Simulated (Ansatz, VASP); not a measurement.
## Ag: VASP beside Ansatz

```xyz
2
Lattice="2.8657 0.0000 0.0000 -1.4329 2.4818 0.0000 0.0000 0.0000 4.6966" Properties=species:S:1:pos:R:3 pbc="T T T"
Ag    0.0000    1.6545    1.1742
Ag    1.4329    0.8273    3.5225
```

Alike in both runs: task single point; functional PBEsol; k mesh 16 × 16 × 8; occupations fermi-dirac, width 0.08 eV; no spin polarisation.

|  | VASP | Ansatz |
| --- | --- | --- |
| version | VASP 6.6.1 | Ansatz 0.2.0 |
| potentials or method | VASP PAW PBE potentials, release 64 (Ag) | PAW with Ansatz's default frozen-core files, scalar-relativistic |
| plane-wave cutoff (eV) | 520 | 420 |
| valence electrons in the cell | 22 | 38 |

Ansatz gave:

- pressure (GPa): 0.0

**Question.** What did VASP give for the same quantities?

**Answer.** Pressure (GPa): -0.2.

VASP's potentials were made for PBE, not for PBEsol. With one functional, cell and mesh, what is left measures potentials, basis and numerics. VASP's potentials hold 22 valence electrons a cell and Ansatz's 38, so a difference there can come from the potentials and not from the codes. Ansatz's warnings: optics on partly filled bands.
